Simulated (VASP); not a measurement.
# Cu (Fm-3m) in VASP: notebook, part 2 of 3

VASP 6.6.1. The steps go on from the part before.

**3. Single point, PBEsol**

This run uses another cell than the first one, of 9.94 Å³/atom, 1.031 times its volume.

File INCAR:

```
ALGO     = Normal         # electronic algorithm
EDIFF    = 1E-7           # SCF threshold, eV
ENCUT    = 520            # plane-wave cutoff, eV
GGA      = PS             # functional
ISIF     = 2              # what is computed and relaxed
ISMEAR   = -1             # smearing method
LASPH    = True           # aspherical terms in the spheres
LCHARG   = False          # write CHGCAR
LREAL    = False          # projectors in reciprocal space
LWAVE    = False          # write WAVECAR
NBANDS   = 12             # bands
NELM     = 60             # most SCF steps
PREC     = Accurate       # precision mode
SIGMA    = 0.1            # smearing width, eV
```

File KPOINTS:

```
k-points
0
Gamma
  16 16 16
```

File POSCAR:

```
Cu
1.0
    0.0000000000      1.7068175835      1.7068175835
    1.7068175835      0.0000000000      1.7068175835
    1.7068175835      1.7068175835      0.0000000000
Cu
1
Direct
    0.0000000000      0.0000000000      0.0000000000
```

Potentials or basis: VASP PAW PBE potentials, release 64 (Cu).

On the command line:

```
$ cat potpaw_PBE.64/Cu/POTCAR > POTCAR
$ mpirun -np 1 vasp_std > vasp.out
```

OUTCAR:

```text
EDIFF = 1E-7
   ENCUT = 520
   GGA = PS
   ISIF = 2
   ISMEAR = -1
   LASPH = True
   LREAL = False
   NELM = 60
   PREC = Accurate

 ion  position               nearest neighbor table
   1  0.000  0.000  0.000-

  LATTYP: Found a face centered cubic cell.
 ALAT       =     3.4136351670

  Lattice vectors:

 A1 = (   0.0000000000,   1.7068175835,   1.7068175835)
 A2 = (   1.7068175835,   0.0000000000,   1.7068175835)
 A3 = (   1.7068175835,   1.7068175835,   0.0000000000)

Analysis of symmetry for initial positions (statically):
=====================================================================
 Subroutine PRICEL returns:
 Original cell was already a primitive cell.

 Routine SETGRP: Setting up the symmetry group for a
 face centered cubic supercell.

 Subroutine GETGRP returns: Found 48 space group operations
 (whereof 48 operations were pure point group operations)
 out of a pool of 48 trial point group operations.

The static configuration has the point symmetry O_h .

Analysis of symmetry for dynamics (positions and initial velocities):
=====================================================================
 Subroutine PRICEL returns:
 Original cell was already a primitive cell.

 Routine SETGRP: Setting up the symmetry group for a
 face centered cubic supercell.

 Subroutine GETGRP returns: Found 48 space group operations
 (whereof 48 operations were pure point group operations)
 out of a pool of 48 trial point group operations.

The dynamic configuration has the point symmetry O_h .

 Subroutine INISYM returns: Found 48 space group operations
 (whereof 48 operations are pure point group operations),
 and found     1 'primitive' translations

----------------------------------------------------------------------------------------

                                     Primitive cell

  volume of cell :       9.9447

  direct lattice vectors                    reciprocal lattice vectors
     0.000000000  1.706817583  1.706817583    -0.292942846  0.292942846  0.292942846
     1.706817583  0.000000000  1.706817583     0.292942846 -0.292942846  0.292942846
     1.706817583  1.706817583  0.000000000     0.292942846  0.292942846 -0.292942846

  length of vectors
     2.413804575  2.413804575  2.413804575     0.507391892  0.507391892  0.507391892

  position of ions in fractional coordinates (direct lattice)
     0.000000000  0.000000000  0.000000000

  ion indices of the primitive-cell ions
   primitive index   ion index
                 1           1

----------------------------------------------------------------------------------------

 KPOINTS: k-points

Automatic generation of k-mesh.
 Grid dimensions read from file:
 generate k-points for:   16   16   16

 Generating k-lattice:

  Cartesian coordinates                     Fractional coordinates (reciprocal lattice)
    -0.018308928  0.018308928  0.018308928     0.062500000  0.000000000  0.000000000
     0.018308928 -0.018308928  0.018308928     0.000000000  0.062500000  0.000000000
     0.018308928  0.018308928 -0.018308928     0.000000000  0.000000000  0.062500000

  Length of vectors
     0.031711993  0.031711993  0.031711993

  Shift w.r.t. Gamma in fractional coordinates (k-lattice)
     0.000000000  0.000000000  0.000000000

 Subroutine IBZKPT returns following result:
 ===========================================

 Found    145 irreducible k-points:

 Following reciprocal coordinates:
            Coordinates               Weight
  0.000000  0.000000  0.000000      1.000000
  0.062500  0.000000  0.000000      8.000000
  0.125000  0.000000  0.000000      8.000000
  0.187500  0.000000  0.000000      8.000000
  0.250000  0.000000  0.000000      8.000000
  0.312500  0.000000  0.000000      8.000000
[... 16 lines left out ...]
 -0.125000  0.062500  0.000000     24.000000
 -0.062500  0.062500  0.000000     12.000000
 [... further k-points ...]
   k-points           NKPTS =    145   k-points in BZ     NKDIM =    145   number of bands    NBANDS=     12
   number of dos      NEDOS =    301   number of ions     NIONS =      1
   total plane-waves  NPLWV =   5832
   dimension x,y,z NGX =    18 NGY =   18 NGZ =   18
   dimension x,y,z NGXF=    36 NGYF=   36 NGZF=   36
   ions per type =               1
   NGX,Y,Z   is equivalent  to a cutoff of  12.40, 12.40, 12.40 a.u.
   NGXF,Y,Z  is equivalent  to a cutoff of  24.79, 24.79, 24.79 a.u.
 SYSTEM =  unknown system
   PREC   = accura    normal or accurate (medium, high low for compatibility)
   ISTART =      0    job   : 0-new  1-cont  2-samecut
   ICHARG =      2    charge: 1-file 2-atom 10-const
   ISPIN  =      1    spin polarized calculation?
   LNONCOLLINEAR =      F non collinear calculations
   LSORBIT =      F    spin-orbit coupling
   LASPH  =      T    aspherical Exc in radial PAW
   ENCUT  =  520.0 eV  38.22 Ry    6.18 a.u.   4.49  4.49  4.49*2*pi/ulx,y,z
   NELM   =     60;   NELMIN=  2; NELMDL= -5     # of ELM steps
   EDIFF  = 0.1E-06   stopping-criterion for ELM
   LREAL  =      F    real-space projection
   EDIFFG = 0.1E-05   stopping-criterion for IOM
   NSW    =      0    number of steps for IOM
   IBRION =     -1    ionic relax: 0-MD 1-quasi-New 2-CG
   NFREE  =      0    steps in history (QN), initial steepest desc. (CG)
   ISIF   =      2    stress and relaxation
   ISYM   =      2    0-nonsym 1-usesym 2-fastsym
   POTIM  = 0.5000    time-step for ionic-motion
   TEBEG  =    0.0;   TEEND  =   0.0 temperature during run
   PSTRESS=    0.0 pullay stress
   NELECT =      11.0000    total number of electrons
   NUPDOWN=      -1.0000    fix difference up-down
   EMIN   =  10.00;   EMAX   =-10.00  energy-range for DOS
   EFERMI =   0.00;   METHOD = LEGACY
   ISMEAR =    -1;   SIGMA  =   0.10  broadening in eV -4-tet -1-fermi 0-gaus
   EFERMI_NEDOS =   21; number of points for ismear=-14 and -15
   IALGO  =     38    algorithm
   IMIX   =      4    mixing-type and parameters
     AMIX     =   0.40;   BMIX     =  1.00
     AMIX_MAG =   1.60;   BMIX_MAG =  1.00
  volume/ion in A,a.u.               =       9.94        67.11
  Fermi-wavevector in a.u.,A,eV,Ry     =   1.693071  3.199441 39.000977  2.866491
  Thomas-Fermi vector in A             =   2.774543
   LORBIT       =      0    0 simple, 1 ext, 2 COOP (PROOUT), +10 PAW based schemes
   GGA     = PS    functional components
   LHFCALC =     F    Hartree Fock is set to
   AEXX    =    0.0000 exact exchange contribution
   IVDW    =     0    specifies the selected vdW correction
   LEPSILON=     F    determine dielectric tensor
   LRPA    =     F    only Hartree local field effects (RPA)
 non-spin polarized calculation
  energy-cutoff  :      520.00
  volume of cell :        9.94
 maximum number of plane-waves:       290
 NGX is ok and might be reduce to    18
   NGX =  9   NGY =  9   NGZ =  9

 number of electron      11.0000012 magnetization

 Free energy of the ion-electron system (eV)
  ---------------------------------------------------
  ext. energy  EPLUGINS =         0.00000000
  ---------------------------------------------------
  free energy    TOTEN  =        -4.19284663 eV

  energy without entropy =       -4.18268007  energy(sigma->0) =       -4.18776335

 E-fermi :   9.7475     XC(G=0): -13.9445

 val. band max:        9.7067760996   @ k =   0.5000   0.1875   0.0625
 cond. band min:       9.7789124235   @ k =   0.5000   0.1250   0.0000
 fundamental gap:      0.0721363239
 Fermi energy:         9.7475022853

 k-point     1 :       0.0000    0.0000    0.0000
  band No.  band energies     occupation
      1      -1.0556      2.00000
      2       6.1133      2.00000
      3       6.1133      2.00000
      4       6.1133      2.00000
      5       7.1987      2.00000
      6       7.1987      2.00000
      7      33.6631      0.00000
      8      37.6618      0.00000
      9      37.6618      0.00000
     10      37.6618      0.00000
     11      40.4222      0.00000
     12      40.4222      0.00000

 k-point     2 :       0.0625    0.0000    0.0000
  band No.  band energies     occupation
      1      -0.8943      2.00000
      2       6.0724      2.00000
      3       6.1481      2.00000
      4       6.1481      2.00000
      5       7.1841      2.00000
      6       7.1841      2.00000
      7      33.0569      0.00000
      8      35.7724      0.00000
      9      37.2285      0.00000
     10      37.2285      0.00000
     11      41.0451      0.00000
     12      41.0451      0.00000
[... 316 lines left out ...]
 k-point    24 :      -0.0625    0.0625    0.0000
  band No.  band energies     occupation
      1      -0.6283      2.00000
      2       5.9980      2.00000
      3       6.1985      2.00000
      4       6.2155      2.00000
      5       7.1138      2.00000
      6       7.2150      2.00000
      7      32.1067      0.00000
      8      33.8332      0.00000
      9      36.3326      0.00000
     10      38.2560      0.00000
     11      40.6078      0.00000
     12      40.9653      0.00000

 [... further k-points ...]
[... 5 lines left out ...]
  --------------------------------------------------------------------------------------
  -------------------------------------------------------------------------------------
  Total        1.9081919      1.9081919      1.9081919      0.0000000      0.0000000      0.0000000
  in kB      307.4265030    307.4265030    307.4265030      0.0000000      0.0000000      0.0000000
  external PRESSURE =     307.4265030 kB  Pullay stress =       0.0000000 kB

 VOLUME and BASIS-vectors are now :
 -----------------------------------------------------------------------------
  energy-cutoff  :      520.00
  volume of cell :        9.94
      direct lattice vectors                 reciprocal lattice vectors
     0.000000000  1.706817583  1.706817583    -0.292942846  0.292942846  0.292942846
     1.706817583  0.000000000  1.706817583     0.292942846 -0.292942846  0.292942846
     1.706817583  1.706817583  0.000000000     0.292942846  0.292942846 -0.292942846

 POSITION                                       TOTAL-FORCE (eV/Angst)
 -----------------------------------------------------------------------------------
      0.00000      0.00000      0.00000         0.000000      0.000000      0.000000
 -----------------------------------------------------------------------------------
    total drift:                                0.000000      0.000000      0.000000

  FREE ENERGIE OF THE ION-ELECTRON SYSTEM (eV)
  ---------------------------------------------------
  free  energy   TOTEN  =        -4.1928466261 eV

  energy  without entropy=       -4.1826800657  energy(sigma->0) =       -4.18776335
```

Wall time 9.3 s (1 thread of Intel Xeon Platinum 8488C (Sapphire Rapids), shared host); peak memory 0.13 GiB.

Results:

```yaml
Free_energy: -4.1928 eV
Pressure: 30.7 GPa
```

Caveat: the PAW data sets were made with another functional, which shifts forces and pressure a little.

**4. Single point, PBEsol**

This run uses another cell than the first one, of 10.30 Å³/atom, 1.068 times its volume.

File INCAR:

```
SYSTEM = Cu
ALGO     = Normal         ! electronic algorithm
EDIFF    = 1E-7           ! SCF threshold, eV
ENCUT    = 520            ! plane-wave cutoff, eV
GGA      = PS             ! functional
ISIF     = 2              ! what is computed and relaxed
ISMEAR   = -1             ! smearing method
LASPH    = .True.         ! aspherical terms in the spheres
LCHARG   = .False.        ! write CHGCAR
LREAL    = .False.        ! projectors in reciprocal space
LWAVE    = .False.        ! write WAVECAR
NBANDS   = 12             ! bands
NELM     = 80             ! most SCF steps
PREC     = Accurate       ! precision mode
SIGMA    = 0.1            ! smearing width, eV
```

File KPOINTS:

```
k-points
0
Gamma
  16 16 16
  0 0 0
```

File POSCAR:

```
Cu
1.0
    0.0000000000      1.7270408132      1.7270408132
    1.7270408132      0.0000000000      1.7270408132
    1.7270408132      1.7270408132      0.0000000000
Cu
1
Direct
    0.0000000000      0.0000000000      0.0000000000
```

On the command line:

```
$ cat potpaw_PBE.64/Cu/POTCAR > POTCAR
$ mpirun -np 1 vasp_std > vasp.out
```

Run time: 9.6 s. Hardware: 1 thread of Intel Xeon Platinum 8488C (Sapphire Rapids), shared host; peak memory 0.13 GiB.

The run converged. Its results:

```
Free energy : -4.2502 eV
Pressure    : 20.7 GPa
```

Levels at points of the mesh, in eV from the Fermi level:
```
           k point  band 3  band 4  band 5  band 6  band 7  band 8  band 9  band 10
(0.00, 0.00, 0.00)   -3.49   -3.49   -2.46   -2.46   23.66   27.36   27.36    27.36
(0.50, 0.00, 0.00)   -3.53   -1.76   -1.76   -1.46    4.48   22.09   24.21    24.21
(0.50, 0.50, 0.00)   -1.78   -1.59   -1.59    1.35    8.10   14.12   14.12    19.02
```

Caveat: the PAW data sets were made with another functional, which shifts forces and pressure a little.

(Continued in part 3 of 3.)
